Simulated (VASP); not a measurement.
LuB2Rh3, 6 atoms in the cell. Symmetry: P6/mmm, No. 191, hexagonal system. The conventional cell has a = 5.404 Å, b = 5.404 Å, c = 3.119 Å, α = 90.00°, β = 90.00°, γ = 120.00°. Lu (site symmetry 6/mmm) has 2 Lu at 3.12 Å and 12 Rh at 3.12 Å and 6 B at 3.12 Å within 4.1 Å. B (site symmetry -6m2) has 6 Rh at 2.21 Å within 2.9 Å. Rh (site symmetry mmm) has 4 B at 2.21 Å and 4 Rh at 2.70 Å within 2.9 Å. 

* Program: VASP 6.6.1
* Task: single point
* Functional: PBEsol
* Potentials or basis: VASP PAW PBE potentials, release 64 (Lu, B, Rh_pv)
* Cutoff: 600 eV
* k mesh: 5 × 5 × 7
* Occupations: methfessel-paxton, width 0.05 eV
* Spin: no spin polarisation
* Dipole correction: no
* Further INCAR settings: ALGO = Normal; EDIFF = 1e-06; NBANDS = 47

Potentials or basis: VASP PAW PBE potentials, release 64 (Lu, B, Rh_pv).

Launch:

```console
$ cat potpaw_PBE.64/Lu/POTCAR potpaw_PBE.64/B/POTCAR potpaw_PBE.64/Rh_pv/POTCAR > POTCAR
$ mpirun -np 1 vasp_std > vasp.out
```

Hardware: 1 thread of Intel(R) Xeon(R) Platinum 8488C (Sapphire Rapids), with other jobs on the host.

Problem. Estimate the wall time of this run.

Solution. Wall time 92 s on 1 thread of Intel(R) Xeon(R) Platinum 8488C (Sapphire Rapids), with other jobs on the host, peak memory 0.29 GiB. Counts: scf iterations 14, k points 20.
